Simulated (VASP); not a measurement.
# LiF (P6_3mc) in VASP: further runs, part 2 of 2

VASP 6.6.1. Earlier steps stand in the parts before.

### Step 3. Single point, LDA (8.37 Å³/atom)

The input, INCAR:

```
SYSTEM = LiF
PREC = Accurate
ENCUT = 520
EDIFF = 1E-7
ISMEAR = 0
SIGMA = 0.05
LREAL = .False.
LASPH = .True.
NELM = 100
ALGO = Normal
ISIF = 2
LWAVE = .False.
LCHARG = .False.
NBANDS = 18
```

The input, KPOINTS:

```
regular mesh
0
Gamma
  9 9 6
  0 0 0
```

The input, POSCAR:

```
LiF
1.0
    2.9534906969      0.0000000000      0.0000000000
   -1.4767453485      2.5577979734      0.0000000000
    0.0000000000      0.0000000000      4.4328941870
Li F
2 2
Direct
    0.3333333333      0.6666666667      0.3839784076
    0.6666666667      0.3333333333      0.8839784076
    0.3333333333      0.6666666667      0.9910195924
    0.6666666667      0.3333333333      0.4910195924
```

Potentials or basis: VASP PAW LDA potentials, release 64 (Li_sv, F).

Started as:

```console
$ cat potpaw_LDA.64/Li_sv/POTCAR potpaw_LDA.64/F/POTCAR > POTCAR
$ mpirun -np 1 vasp_std > vasp.out
```

Wall time 32 s (1 thread of Intel Xeon 8259CL, shared host); peak memory 0.14 GiB.

Results (log left out):

```
Free energy            : -20.7175 eV
Largest force          : 0.215 eV/Å
Band gap on the k mesh : 8.38 eV
```

Forces on the atoms (eV/Å):
```
Li   0.000  0.000  0.215
Li   0.000  0.000  0.215
F    0.000  0.000 -0.215
F    0.000  0.000 -0.215
```

Levels at points of the mesh, in eV from the valence-band top:
```csv
k point,band 7,band 8,band 9,band 10,band 11,band 12,band 13,band 14
"(0.00, 0.00, 0.00)",-0.80,-0.30,-0.30,0.00,8.38,13.06,16.82,18.91
"(0.00, 0.00, 0.50)",-0.55,-0.55,-0.55,-0.55,10.23,10.23,18.97,18.97
```

Caveat: the cutoff is under 1.25 times the usual one of these potentials, so pressure, stress and relaxed cells hold a basis-set (Pulay) error; an odd mesh through Γ misses points on the zone boundary, where band edges can lie.

### Step 4. Single point, LDA (8.37 Å³/atom)

The input, INCAR:

```
SYSTEM = LiF
ALGO     = Normal         ! electronic algorithm
EDIFF    = 1E-6           ! SCF threshold, eV
ENCUT    = 520            ! plane-wave cutoff, eV
ISIF     = 2              ! what is computed and relaxed
ISMEAR   = 0              ! smearing method
LASPH    = .TRUE.         ! aspherical terms in the spheres
LCHARG   = .FALSE.        ! write CHGCAR
LREAL    = .FALSE.        ! projectors in reciprocal space
LWAVE    = .FALSE.        ! write WAVECAR
NBANDS   = 18             ! bands
NELM     = 80             ! most SCF steps
PREC     = Accurate       ! precision mode
SIGMA    = 0.05           ! smearing width, eV
```

The input, KPOINTS:

```
k-points
0
G
  9 9 6
  0 0 0
```

The input, POSCAR:

```
LiF
1.0
    3.0255452216      0.0000000000      0.0000000000
   -1.5127726108      2.6201990222      0.0000000000
    0.0000000000      0.0000000000      4.2242662384
Li F
2 2
Direct
    0.3333333333      0.6666666667      0.3839784076
    0.6666666667      0.3333333333      0.8839784076
    0.3333333333      0.6666666667      0.9910195924
    0.6666666667      0.3333333333      0.4910195924
```

Started as:

```console
$ cat potpaw_LDA.64/Li_sv/POTCAR potpaw_LDA.64/F/POTCAR > POTCAR
$ mpirun -np 1 vasp_std > vasp.out
```

It took 22 s on 1 thread of Intel Xeon 8259CL, shared host; peak memory 0.14 GiB.

Results (log left out):

```
Free energy            : -20.6254 eV
Largest force          : 0.913 eV/Å
Band gap on the k mesh : 8.28 eV
```

Forces in eV/Å, atoms in the order of the input:
```
Li   0.000  0.000  0.913
Li   0.000  0.000  0.913
F    0.000  0.000 -0.913
F    0.000  0.000 -0.913
```

Levels at points of the mesh, in eV from the valence-band top:
| k point | band 8 | band 9 | band 10 | band 11 | band 12 | band 13 |
| --- | --- | --- | --- | --- | --- | --- |
| (0.00, 0.00, 0.00) | -0.35 | -0.35 | 0.00 | 8.28 | 13.51 | 17.17 |
| (0.00, 0.00, 0.50) | -0.67 | -0.67 | -0.67 | 10.25 | 10.25 | 18.55 |

Caveat: the cutoff is under 1.25 times the usual one of these potentials, so pressure, stress and relaxed cells hold a basis-set (Pulay) error; an odd mesh through Γ misses points on the zone boundary, where band edges can lie.

### Step 5. Single point, LDA (8.37 Å³/atom)

The input, INCAR:

```
PREC = Accurate ; ENCUT = 520
EDIFF = 1E-6 ; ISMEAR = 0
SIGMA = 0.05 ; LREAL = False
LASPH = True ; NELM = 60
ALGO = Normal ; ISIF = 2
LWAVE = False ; LCHARG = False
GGA = CA ; NBANDS = 18
```

The input, KPOINTS:

```
regular mesh
0
Gamma
  9 9 6
```

The input, POSCAR:

```
LiF
1.0
    2.9298127457      0.0000000000      0.0000000000
   -1.4649063729      2.5372922661      0.0000000000
    0.0000000000      0.0000000000      4.5048346133
Li F
2 2
Direct
    0.3333333333      0.6666666667      0.3839784076
    0.6666666667      0.3333333333      0.8839784076
    0.3333333333      0.6666666667      0.9910195924
    0.6666666667      0.3333333333      0.4910195924
```

Started as:

```console
$ cat potpaw_LDA.64/Li_sv/POTCAR potpaw_LDA.64/F/POTCAR > POTCAR
$ mpirun -np 1 vasp_std > vasp.out
```

Wall time 29 s (1 thread of Intel Xeon 8259CL, shared host); peak memory 0.14 GiB.

Results (log left out):

| Quantity | Value |
| --- | --- |
| Free energy | -20.7212 eV |
| Largest force | 0.032 eV/Å |
| Band gap on the k mesh | 8.41 eV |

Forces in eV/Å, atoms in the order of the input:
```
Li   0.000  0.000  0.032
Li   0.000  0.000  0.032
F    0.000  0.000 -0.032
F    0.000  0.000 -0.032
```

Levels at points of the mesh, in eV from the valence-band top:
| k point | band 7 | band 8 | band 9 | band 10 | band 11 | band 12 | band 13 | band 14 |
| --- | --- | --- | --- | --- | --- | --- | --- | --- |
| (0.00, 0.00, 0.00) | -0.72 | -0.27 | -0.27 | 0.00 | 8.41 | 12.94 | 16.74 | 19.15 |
| (0.00, 0.00, 0.50) | -0.50 | -0.50 | -0.50 | -0.50 | 10.23 | 10.23 | 18.80 | 18.80 |

Caveat: the cutoff is under 1.25 times the usual one of these potentials, so pressure, stress and relaxed cells hold a basis-set (Pulay) error; an odd mesh through Γ misses points on the zone boundary, where band edges can lie.

### Step 6. Single point, LDA (8.37 Å³/atom)

The input, INCAR:

```
SYSTEM = LiF
  PREC = Accurate
  ENCUT = 520
  EDIFF = 1E-6
  ISMEAR = 0
  SIGMA = 0.05
  LREAL = .False.
  LASPH = .True.
  NELM = 60
  ALGO = Normal
  ISIF = 2
  LWAVE = .False.
  LCHARG = .True.
  LELF = .True.
  LVHAR = .True.
  NBANDS = 18
```

The input, KPOINTS:

```
Automatic mesh
0
Gamma
  9 9 6
  0 0 0
```

The input, POSCAR:

```
LiF
1.0
    2.8371016106      0.0000000000      0.0000000000
   -1.4185508053      2.4570020679      0.0000000000
    0.0000000000      0.0000000000      4.8040641573
Li F
2 2
Direct
    0.3333333333      0.6666666667      0.3839784076
    0.6666666667      0.3333333333      0.8839784076
    0.3333333333      0.6666666667      0.9910195924
    0.6666666667      0.3333333333      0.4910195924
```

Potentials or basis: VASP PAW LDA potentials, release 64 (Li_sv, F).

Started as:

```console
$ cat potpaw_LDA.64/Li_sv/POTCAR potpaw_LDA.64/F/POTCAR > POTCAR
$ mpirun -np 1 vasp_std > vasp.out
```

OUTCAR:

```text
SYSTEM = LiF
   PREC = Accurate
   ENCUT = 520
   EDIFF = 1E-6
   ISMEAR = 0
   LREAL = .False.
   LASPH = .True.
   NELM = 60
   ISIF = 2

 ion  position               nearest neighbor table
   1  0.333  0.667  0.384-   4 1.72   4 1.72   4 1.72   3 1.89
   2  0.667  0.333  0.884-   3 1.72   3 1.72   3 1.72   4 1.89
   3  0.333  0.667  0.991-   2 1.72   2 1.72   2 1.72   1 1.89
   4  0.667  0.333  0.491-   1 1.72   1 1.72   1 1.72   2 1.89

  LATTYP: Found a hexagonal cell.
 ALAT       =     2.8371016106
 C/A-ratio  =     1.6933000000

[... 704 lines left out ...]
  --------------------------------------------------------------------------------------
  -------------------------------------------------------------------------------------
  Total        3.0040240      3.0040240      0.0169236      0.0000000      0.0000000      0.0000000
  in kB      143.7225043    143.7225043      0.8096812      0.0000000      0.0000000      0.0000000
  external PRESSURE =      96.0848966 kB  Pullay stress =       0.0000000 kB

 VOLUME and BASIS-vectors are now :
 -----------------------------------------------------------------------------
  energy-cutoff  :      520.00
  volume of cell :       33.49
      direct lattice vectors                 reciprocal lattice vectors
     2.837101611  0.000000000  0.000000000     0.352472395  0.203500032  0.000000000
    -1.418550805  2.457002068  0.000000000     0.000000000  0.407000064  0.000000000
     0.000000000  0.000000000  4.804064157     0.000000000  0.000000000  0.208157087

 POSITION                                       TOTAL-FORCE (eV/Angst)
 -----------------------------------------------------------------------------------
     -0.00000      1.63800      1.84466        -0.000000     -0.000000     -0.520484
      1.41855      0.81900      4.24669         0.000000      0.000000     -0.520484
     -0.00000      1.63800      4.76092         0.000000     -0.000000      0.520484
      1.41855      0.81900      2.35889         0.000000      0.000000      0.520484
 -----------------------------------------------------------------------------------
    total drift:                                0.000000      0.000000      0.001981

  FREE ENERGIE OF THE ION-ELECTRON SYSTEM (eV)
  ---------------------------------------------------
  free  energy   TOTEN  =       -20.6179287485 eV

  energy  without entropy=      -20.6179287485  energy(sigma->0) =      -20.61792875
```

stdout:

```text
POSCAR found type information on POSCAR LiF
 POSCAR found :  2 types and       4 ions
 scaLAPACK will be used
 LDA part: xc-table for (Slater(with rela. corr.)+CA(PZ))
 , standard interpolation
 POSCAR, INCAR and KPOINTS ok, starting setup
 FFT: planning ... GRIDC
 FFT: planning ... GRID_SOFT
 FFT: planning ... GRID
 WAVECAR not read
 entering main loop
```

It took 26 s on 1 thread of Intel Xeon 8259CL, shared host; peak memory 0.14 GiB.

Results:

```yaml
Free_energy: -20.6179 eV
Largest_force: 0.520 eV/Å
Band_gap_on_the_k_mesh: 8.52 eV
```

Forces on the atoms (eV/Å):
```
Li   0.000  0.000 -0.520
Li   0.000  0.000 -0.520
F    0.000  0.000  0.520
F    0.000  0.000  0.520
```

Caveat: the cutoff is under 1.25 times the usual one of these potentials, so pressure, stress and relaxed cells hold a basis-set (Pulay) error; an odd mesh through Γ misses points on the zone boundary, where band edges can lie.

### Step 7. Summary

| cell | gap on the mesh (eV) | largest force (eV/Å) |
| --- | --- | --- |
| a = 2.906, b = 2.906, c = 4.578 Å, angles 90.0, 90.0, 120.0°, 4 atoms | 8.45 | 0.13 |
| a = 2.953, b = 2.953, c = 4.433 Å, angles 90.0, 90.0, 120.0°, 4 atoms | 8.38 | 0.22 |
| a = 3.026, b = 3.026, c = 4.224 Å, angles 90.0, 90.0, 120.0°, 4 atoms | 8.28 | 0.91 |
| a = 2.930, b = 2.930, c = 4.505 Å, angles 90.0, 90.0, 120.0°, 4 atoms | 8.41 | 0.03 |
| a = 2.837, b = 2.837, c = 4.804 Å, angles 90.0, 90.0, 120.0°, 4 atoms | 8.52 | 0.52 |

Alike in all rows: task single point; level LDA; potentials or basis VASP PAW LDA potentials, release 64 (Li_sv, F); no spin polarisation; k mesh 9 × 9 × 6; cutoff (eV) 520; smearing gaussian 0.05 eV.

Caveats: the cutoff is under 1.25 times the usual one of these potentials, so pressure, stress and relaxed cells hold a basis-set (Pulay) error; an odd mesh through Γ misses points on the zone boundary, where band edges can lie.

Total energies depend on the potentials used, so only differences within one code and one set of settings carry meaning.
